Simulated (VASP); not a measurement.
# FeCu (Cmmm) in VASP: settings compared

The runs below take FeCu through single point, with PBE, r2SCAN.

All numbers are computed with VASP 6.6.1; they aren't measurements. Logs are shortened: lines on timing, memory, paths and dates and some standing lists are left out, and cuts for length are marked.

## 1. The cell of the first run

It takes space group Cmmm (No. 65, orthorhombic). The conventional cell has a = 2.877 Å, b = 3.976 Å, c = 4.138 Å, α = 90.00°, β = 90.00°, γ = 90.00°. Within 3.2 Å of Fe (site symmetry mmm) lie 6 Fe at 2.45 to 2.88 Å and 8 Cu at 2.52 to 2.87 Å. Within 3.2 Å of Cu (site symmetry mmm) lie 6 Cu at 2.45 to 2.88 Å and 8 Fe at 2.52 to 2.87 Å.

## 2. Single point, PBE, collinear spin, ferromagnetic start

The input, INCAR:

```
PREC     = Accurate       # precision mode
ENCUT    = 520            # plane-wave cutoff, eV
EDIFF    = 1E-7           # SCF threshold, eV
ISMEAR   = 0              # smearing method
SIGMA    = 0.1            # smearing width, eV
LREAL    = False          # projectors in reciprocal space
LASPH    = True           # aspherical terms in the spheres
NELM     = 150            # most SCF steps
ALGO     = Fast           # electronic algorithm
ISIF     = 2              # what is computed and relaxed
LWAVE    = False          # write WAVECAR
LCHARG   = False          # write CHGCAR
ISPIN    = 2              # spin polarisation
MAGMOM   = 4 0            # initial moments
LORBIT   = 11             # projections on sites
LMAXMIX  = 4              # l up to which the mixer works
GGA      = PE             # functional
NBANDS   = 20             # bands
```

The input, KPOINTS:

```
regular mesh
0
Gamma
  8 8 4
```

The input, POSCAR:

```
FeCu
1.0
    1.4382720000     -1.9879340000      0.0000000000
    1.4382720000      1.9879340000      0.0000000000
    0.0000000000      0.0000000000      4.1381350000
Fe Cu
1 1
Direct
    0.0000000000      0.0000000000      0.0000000000
    0.5000000000      0.5000000000      0.5000000000
```

Potentials or basis: VASP PAW PBE potentials, release 64 (Fe, Cu).

Started as:

```sh
$ cat potpaw_PBE.64/Fe/POTCAR potpaw_PBE.64/Cu/POTCAR > POTCAR
$ mpirun -np 1 vasp_std > vasp.out
```

OUTCAR:

```text
PREC = Accurate
   ENCUT = 520
   EDIFF = 1E-7
   ISMEAR = 0
   LREAL = False
   LASPH = True
   NELM = 150
   ISIF = 2
   ISPIN = 2
   LORBIT = 11
   GGA = PE

 ion  position               nearest neighbor table
   1  0.000  0.000  0.000-   2 2.52   2 2.52   2 2.52   2 2.52   2 2.87   2 2.87   2 2.87   2 2.87

   2  0.500  0.500  0.500-   1 2.52   1 2.52   1 2.52   1 2.52   1 2.87   1 2.87   1 2.87   1 2.87

  LATTYP: Found a base centered orthorhombic cell.
 ALAT       =     2.8765440000
 B/A-ratio  =     1.3821683242
 C/A-ratio  =     1.4385787250

  Lattice vectors:

 A1 = (   1.4382720000,  -1.9879340000,   0.0000000000)
 A2 = (   1.4382720000,   1.9879340000,   0.0000000000)
 A3 = (   0.0000000000,   0.0000000000,   4.1381350000)

Analysis of symmetry for initial positions (statically):
=====================================================================
 Subroutine PRICEL returns:
 Original cell was already a primitive cell.

 Routine SETGRP: Setting up the symmetry group for a
 base centered orthorhombic supercell.

 Subroutine GETGRP returns: Found  8 space group operations
 (whereof  8 operations were pure point group operations)
 out of a pool of  8 trial point group operations.

The static configuration has the point symmetry D_2h.

Analysis of symmetry for dynamics (positions and initial velocities):
=====================================================================
 Subroutine PRICEL returns:
 Original cell was already a primitive cell.

 Routine SETGRP: Setting up the symmetry group for a
 base centered orthorhombic supercell.

 Subroutine GETGRP returns: Found  8 space group operations
 (whereof  8 operations were pure point group operations)
 out of a pool of  8 trial point group operations.

The dynamic configuration has the point symmetry D_2h.

Analysis of structural, dynamic, and magnetic symmetry:
=====================================================================
 Subroutine PRICEL returns:
 Original cell was already a primitive cell.

 Routine SETGRP: Setting up the symmetry group for a
 base centered orthorhombic supercell.

 Subroutine GETGRP returns: Found  8 space group operations
 (whereof  8 operations were pure point group operations)
 out of a pool of  8 trial point group operations.

The overall configuration has the point symmetry D_2h.

 Subroutine INISYM returns: Found  8 space group operations
 (whereof  8 operations are pure point group operations),
 and found     1 'primitive' translations

----------------------------------------------------------------------------------------

                                     Primitive cell

  volume of cell :      23.6634

  direct lattice vectors                    reciprocal lattice vectors
     1.438272000 -1.987934000  0.000000000     0.347639389 -0.251517405  0.000000000
     1.438272000  1.987934000  0.000000000     0.347639389  0.251517405  0.000000000
     0.000000000  0.000000000  4.138135000     0.000000000  0.000000000  0.241654755

  length of vectors
     2.453672336  2.453672336  4.138135000     0.429085248  0.429085248  0.241654755

  position of ions in fractional coordinates (direct lattice)
     0.000000000  0.000000000  0.000000000
     0.500000000  0.500000000  0.500000000

  ion indices of the primitive-cell ions
   primitive index   ion index
                 1           1
                 2           2

----------------------------------------------------------------------------------------

 KPOINTS: regular mesh

Automatic generation of k-mesh.
 Grid dimensions read from file:
 generate k-points for:    8    8    4

 Generating k-lattice:

  Cartesian coordinates                     Fractional coordinates (reciprocal lattice)
     0.043454924 -0.031439676  0.000000000     0.125000000  0.000000000  0.000000000
     0.043454924  0.031439676  0.000000000     0.000000000  0.125000000  0.000000000
     0.000000000  0.000000000  0.060413689     0.000000000  0.000000000  0.250000000

  Length of vectors
     0.053635656  0.053635656  0.060413689

  Shift w.r.t. Gamma in fractional coordinates (k-lattice)
     0.000000000  0.000000000  0.000000000

 Subroutine IBZKPT returns following result:
 ===========================================

 Found     63 irreducible k-points:

 Following reciprocal coordinates:
            Coordinates               Weight
  0.000000  0.000000  0.000000      1.000000
  0.125000  0.000000  0.000000      4.000000
  0.250000  0.000000  0.000000      4.000000
  0.375000  0.000000  0.000000      4.000000
  0.500000  0.000000  0.000000      2.000000
  0.125000  0.125000  0.000000      2.000000
[... 16 lines left out ...]
  0.125000  0.000000  0.250000      8.000000
  0.250000  0.000000  0.250000      8.000000
 [... further k-points ...]
   k-points           NKPTS =     63   k-points in BZ     NKDIM =     63   number of bands    NBANDS=     20
   number of dos      NEDOS =    301   number of ions     NIONS =      2
   total plane-waves  NPLWV =  10368
   dimension x,y,z NGX =    18 NGY =   18 NGZ =   32
   dimension x,y,z NGXF=    36 NGYF=   36 NGZF=   64
   ions per type =               1   1
   NGX,Y,Z   is equivalent  to a cutoff of  12.20, 12.20, 12.86 a.u.
   NGXF,Y,Z  is equivalent  to a cutoff of  24.39, 24.39, 25.71 a.u.
 SYSTEM =  unknown system
   PREC   = accura    normal or accurate (medium, high low for compatibility)
   ISTART =      0    job   : 0-new  1-cont  2-samecut
   ICHARG =      2    charge: 1-file 2-atom 10-const
   ISPIN  =      2    spin polarized calculation?
   LNONCOLLINEAR =      F non collinear calculations
   LSORBIT =      F    spin-orbit coupling
   LASPH  =      T    aspherical Exc in radial PAW
   ENCUT  =  520.0 eV  38.22 Ry    6.18 a.u.   4.56  4.56  7.69*2*pi/ulx,y,z
   NELM   =    150;   NELMIN=  2; NELMDL= -5     # of ELM steps
   EDIFF  = 0.1E-06   stopping-criterion for ELM
   LREAL  =      F    real-space projection
   EDIFFG = 0.1E-05   stopping-criterion for IOM
   NSW    =      0    number of steps for IOM
   IBRION =     -1    ionic relax: 0-MD 1-quasi-New 2-CG
   NFREE  =      0    steps in history (QN), initial steepest desc. (CG)
   ISIF   =      2    stress and relaxation
   ISYM   =      2    0-nonsym 1-usesym 2-fastsym
   POTIM  = 0.5000    time-step for ionic-motion
   TEBEG  =    0.0;   TEEND  =   0.0 temperature during run
   PSTRESS=    0.0 pullay stress
   NELECT =      19.0000    total number of electrons
   NUPDOWN=      -1.0000    fix difference up-down
   EMIN   =  10.00;   EMAX   =-10.00  energy-range for DOS
   EFERMI =   0.00;   METHOD = LEGACY
   ISMEAR =     0;   SIGMA  =   0.10  broadening in eV -4-tet -1-fermi 0-gaus
   EFERMI_NEDOS =   21; number of points for ismear=-14 and -15
   IALGO  =     68    algorithm
   IMIX   =      4    mixing-type and parameters
     AMIX     =   0.40;   BMIX     =  1.00
     AMIX_MAG =   1.60;   BMIX_MAG =  1.00
  volume/ion in A,a.u.               =      11.83        79.84
  Fermi-wavevector in a.u.,A,eV,Ry     =   1.521599  2.875405 31.501064  2.315263
  Thomas-Fermi vector in A             =   2.630292
   LORBIT       =     11    0 simple, 1 ext, 2 COOP (PROOUT), +10 PAW based schemes
   GGA     = PE    functional components
   LHFCALC =     F    Hartree Fock is set to
   AEXX    =    0.0000 exact exchange contribution
   IVDW    =     0    specifies the selected vdW correction
   LEPSILON=     F    determine dielectric tensor
   LRPA    =     F    only Hartree local field effects (RPA)
 spin polarized calculation
 RMM-DIIS sequential band-by-band and
 Gauss-broadening in eV      SIGMA  =   0.10
  energy-cutoff  :      520.00
  volume of cell :       23.66
 maximum number of plane-waves:       651
   NGX =  9   NGY =  9   NGZ = 15

 number of electron      18.9999983 magnetization       2.6198630

 Free energy of the ion-electron system (eV)
  ---------------------------------------------------
  ext. energy  EPLUGINS =         0.00000000
  ---------------------------------------------------
  free energy    TOTEN  =       -11.64124579 eV

  energy without entropy =      -11.63180593  energy(sigma->0) =      -11.63652586

 E-fermi :   6.6936     XC(G=0): -12.8001

 val. band max:        6.6906307356   @ k =  -0.2500   0.2500   0.2500
 cond. band min:       6.6973075138   @ k =   0.5000   0.1250   0.5000
 fundamental gap:      0.0066767782
 Fermi energy:         6.6936477651

 spin component 1

 k-point     1 :       0.0000    0.0000    0.0000
  band No.  band energies     occupation
      1      -2.3250      1.00000
      2       1.5194      1.00000
      3       2.7573      1.00000
      4       3.6154      1.00000
      5       3.6293      1.00000
      6       3.8138      1.00000
[... 12 lines left out ...]
     19      31.8380      0.00000
     20      31.9885      0.00000

 k-point     2 :       0.1250    0.0000    0.0000
  band No.  band energies     occupation
      1      -1.8648      1.00000
      2       1.7884      1.00000
      3       2.8101      1.00000
      4       3.5563      1.00000
      5       3.6340      1.00000
      6       3.9580      1.00000
[... 12 lines left out ...]
     19      31.0022      0.00000
     20      33.2900      0.00000
[... 465 lines left out ...]
      3       2.8721      1.00000
      4       3.4441      1.00000
      5       3.5259      1.00000
      6       3.8280      1.00000
[... 12 lines left out ...]
     19      30.8953      0.00000
     20      31.6290      0.00000

 k-point    24 :       0.2500    0.0000    0.2500
  band No.  band energies     occupation
      1      -0.1185      1.00000
      2       2.1968      1.00000
      3       2.8658      1.00000
      4       3.1374      1.00000
      5       3.2816      1.00000
      6       3.8370      1.00000
[... 12 lines left out ...]
     19      29.4027      0.00000
     20      32.5918      0.00000

 [... further k-points ...]

 spin component 2

 k-point     1 :       0.0000    0.0000    0.0000
  band No.  band energies     occupation
      1      -2.2417      1.00000
      2       1.9965      1.00000
      3       2.9345      1.00000
      4       4.0769      1.00000
      5       4.2631      1.00000
      6       4.5373      1.00000
[... 12 lines left out ...]
     19      31.7112      0.00000
     20      32.2706      0.00000

 k-point     2 :       0.1250    0.0000    0.0000
  band No.  band energies     occupation
      1      -1.7793      1.00000
      2       2.2404      1.00000
      3       2.9895      1.00000
      4       3.8639      1.00000
      5       4.2715      1.00000
      6       4.3974      1.00000
[... 12 lines left out ...]
     19      30.9424      0.00000
     20      33.6127      0.00000
[... 465 lines left out ...]
      3       3.0170      1.00000
      4       3.7211      1.00000
      5       4.1471      1.00000
      6       4.3718      1.00000
[... 12 lines left out ...]
     19      31.1394      0.00000
     20      31.6093      0.00000

 k-point    24 :       0.2500    0.0000    0.2500
  band No.  band energies     occupation
      1      -0.0021      1.00000
      2       2.4842      1.00000
      3       3.2525      1.00000
      4       3.2736      1.00000
      5       4.1713      1.00000
      6       4.4193      1.00000
[... 12 lines left out ...]
     19      29.5958      0.00000
     20      32.5219      0.00000

 [... further k-points ...]

------------------------ aborting loop because EDIFF is reached ----------------------------------------

  FORCE on cell =-STRESS in cart. coord.  units (eV):
  Direction    XX          YY          ZZ          XY          YZ          ZX
  --------------------------------------------------------------------------------------
  -------------------------------------------------------------------------------------
  Total        0.2883641      0.1516198      0.3269861      0.0000000      0.0000000      0.0000000
  in kB       19.5242414     10.2657042     22.1392187      0.0000000      0.0000000      0.0000000
  external PRESSURE =      17.3097215 kB  Pullay stress =       0.0000000 kB

 VOLUME and BASIS-vectors are now :
 -----------------------------------------------------------------------------
  energy-cutoff  :      520.00
  volume of cell :       23.66
      direct lattice vectors                 reciprocal lattice vectors
     1.438272000 -1.987934000  0.000000000     0.347639389 -0.251517405  0.000000000
     1.438272000  1.987934000  0.000000000     0.347639389  0.251517405  0.000000000
     0.000000000  0.000000000  4.138135000     0.000000000  0.000000000  0.241654755

 POSITION                                       TOTAL-FORCE (eV/Angst)
 -----------------------------------------------------------------------------------
      0.00000      0.00000      0.00000         0.000000      0.000000      0.000000
      1.43827      0.00000      2.06907        -0.000000     -0.000000      0.000000
 -----------------------------------------------------------------------------------
    total drift:                               -0.000000     -0.000000     -0.000000

  FREE ENERGIE OF THE ION-ELECTRON SYSTEM (eV)
  ---------------------------------------------------
  free  energy   TOTEN  =       -11.6412457935 eV

  energy  without entropy=      -11.6318059338  energy(sigma->0) =      -11.63652586

 total charge

# of ion       s       p       d       tot
------------------------------------------
    1        0.456   0.461   6.208   7.126
    2        0.470   0.439   9.136  10.045
--------------------------------------------------
tot          0.926   0.901  15.344  17.171

 magnetization (x)

# of ion       s       p       d       tot
------------------------------------------
    1        0.003  -0.010   2.569   2.563
    2       -0.015  -0.044   0.126   0.068
--------------------------------------------------
tot         -0.012  -0.054   2.696   2.630
```

Wall time 63 s (1 thread of Intel Xeon 8259CL, shared host); peak memory 0.17 GiB.

What came out:

```yaml
Free_energy: -11.6412 eV
Pressure: 1.7 GPa
Net_moment: 2.62 μB per cell
Site_moments: Fe +2.56; Cu +0.07 μB
Valence_electrons_inside_the_program's_atomic_spheres: Fe 7.13; Cu 10.04
```

Caveat: the k points lie up to 0.38 Å⁻¹ apart.

## 3. Single point, PBE

The input, INCAR:

```
ALGO = Fast ; EDIFF = 1E-6
ENCUT = 520 ; GGA = PE
ISIF = 2 ; ISMEAR = 0
LASPH = T ; LCHARG = F
LREAL = F ; LWAVE = F
NBANDS = 16 ; NELM = 100
PREC = Accurate ; SIGMA = 0.1
```

The input, KPOINTS:

```
k-points
0
Gamma
  18 18 10
```

POSCAR is that of step 2.

Potentials or basis: VASP PAW PBE potentials, release 64 (Fe, Cu).

Started as:

```sh
$ cat potpaw_PBE.64/Fe/POTCAR potpaw_PBE.64/Cu/POTCAR > POTCAR
$ mpirun -np 1 vasp_std > vasp.out
```

Wall time 4.5 min (1 thread of Intel Xeon 8259CL, shared host); peak memory 0.33 GiB.

Results (log left out):

```yaml
Free_energy: -11.0254 eV
Pressure: -9.2 GPa
Band_gap_on_the_k_mesh: zero (an odd number of electrons rules out a gap without spin polarisation)
```

Stress tensor (GPa, compression positive):
```
-12.29   0.00   0.00
  0.00 -11.95   0.00
  0.00   0.00  -3.42
```

Levels at points of the mesh, in eV from the Fermi level:
```csv
k point,band 7,band 8,band 9,band 10,band 11,band 12
"(0.00, 0.00, 0.00)",-1.98,-1.73,-0.27,0.04,0.28,0.40
"(0.50, 0.00, 0.00)",-2.08,-1.87,0.07,0.35,0.77,2.60
"(0.50, 0.50, 0.00)",-0.82,-0.08,0.15,0.34,1.22,6.42
"(0.00, 0.00, 0.50)",-2.11,-1.98,-1.69,-0.05,-0.03,0.26
"(0.50, 0.00, 0.50)",-0.85,-0.25,0.11,0.21,0.30,0.72
"(0.50, 0.50, 0.50)",-1.32,-1.03,-0.30,1.22,4.45,4.64
```

Caveat: the cell stands under tension; the run has no spin polarisation, though such a crystal can be magnetic. Spin polarisation is off, so any magnetic state and its effect on volume and gap are missing.

[end of part 1 of 2]
